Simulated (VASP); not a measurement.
Input of a VASP 6.6.1 run:

INCAR

```
ALGO = Normal
EDIFF = 1E-7
ENCUT = 520
GGA = PE
ISIF = 2
ISMEAR = -1
LASPH = True
LCHARG = True
LELF = True
LREAL = False
LVHAR = True
LWAVE = False
NBANDS = 12
NELM = 100
PREC = Accurate
SIGMA = 0.13605693000000002
```

KPOINTS

```
k-points
0
Gamma
  12 12 12
```

The input POSCAR:

```
Tl
1.0
   -1.9953433328      1.9953433328      1.9953433328
    1.9953433328     -1.9953433328      1.9953433328
    1.9953433328      1.9953433328     -1.9953433328
Tl
1
Direct
    0.0000000000      0.0000000000      0.0000000000
```

Potentials or basis: VASP PAW PBE potentials, release 64 (Tl_d).

Command:

```sh
$ cat potpaw_PBE.64/Tl_d/POTCAR > POTCAR
$ mpirun -np 1 vasp_std > vasp.out
```

**Question.** What does it give for the pressure?

**Answer.** -0.3 GPa.
